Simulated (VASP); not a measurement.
Runs of VASP 6.6.1 on Cd. The structure is that of space group Fm-3m (No. 225), or close to it. The cells are those of the table. 

| task | level | potentials or basis | spin | cell | k mesh | cutoff (eV) | smearing | grid for exact exchange (PRECFOCK) | k mesh for the DOS | occupations for the DOS | gap on the mesh (eV) | pressure (GPa) | moment (μB) |
| --- | --- | --- | --- | --- | --- | --- | --- | --- | --- | --- | --- | --- | --- |
| single point | PBE | VASP PAW PBE potentials, release 64 (Cd) | non-collinear, zero start, SOC | a = 3.137 Å, angles 60.0°, 1 atom | 9 × 9 × 9 | 520 | methfessel-paxton 0.1 eV | - | - | - | - | 2.5 | 0.00 |
| relaxation of cell and atoms | LDA | VASP PAW LDA potentials, release 64 (Cd) | off | relaxed from a = 3.137 Å, angles 60.0°, 1 atom | 10 × 10 × 10 | 600 | methfessel-paxton 0.2 eV | - | - | - | none | 0.0 | - |
| single point | PBE | VASP PAW PBE potentials, release 64 (Cd) | off | a = 3.137 Å, angles 60.0°, 1 atom | 10 × 10 × 10 | 500 | gaussian 0.1 eV | - | - | - | none | 2.6 | - |
| single point | r2SCAN | VASP PAW PBE potentials, release 64 (Cd) | off | a = 3.137 Å, angles 60.0°, 1 atom | 9 × 9 × 9 | 520 | gaussian 0.1 eV | - | - | - | none | (b) | - |
| single point | PBE0 | VASP PAW PBE potentials, release 64 (Cd) | off | a = 3.137 Å, angles 60.0°, 1 atom | 6 × 6 × 6 | 520 | fermi-dirac 0.05 eV | Normal | - | - | none | 2.9 | - |
| single point | r2SCAN0 | VASP PAW PBE potentials, release 64 (Cd) | off | a = 3.137 Å, angles 60.0°, 1 atom | 6 × 6 × 6 | 520 | fermi-dirac 0.05 eV | Normal | - | - | none | 2.3 | - |
| single point | LDA | VASP PAW LDA potentials, release 64 (Cd) | off | a = 3.137 Å, angles 60.0°, 1 atom | 9 × 9 × 9 | 520 | methfessel-paxton 0.05 eV | - | - | - | none | -4.2 | - |
| single point | r2SCAN | VASP PAW PBE potentials, release 64 (Cd) | off | a = 3.137 Å, angles 60.0°, 1 atom | 6 × 6 × 6 | 520 | fermi-dirac 0.05 eV | - | - | - | none | 2.0 | - |
| single point | PBEsol+D4 | VASP PAW PBE potentials, release 64 (Cd) | non-collinear, typed start, SOC | a = 3.137 Å, angles 60.0°, 1 atom | 8 × 8 × 8 | 520 | methfessel-paxton 0.05 eV | - | - | - | - | -3.5 | 0.00 |
| single point | r2SCAN | VASP PAW PBE potentials, release 64 (Cd) | off | a = 3.178 Å, angles 60.0°, 1 atom | 10 × 10 × 10 | 550 | methfessel-paxton 0.1 eV | - | - | - | none | (a) | - |

Problem. Estimate the missing entries.

Solution. (a) -1.7; (b) 0.2.

Caveats: some runs use coarse meshes; the PAW data sets were made with another functional, which shifts forces and pressure a little (some runs).

A k mesh can miss the band edges, and rows without SOC leave out spin-orbit coupling on Cd.

A gap of «none» marks levels without a gap at the run's occupations.
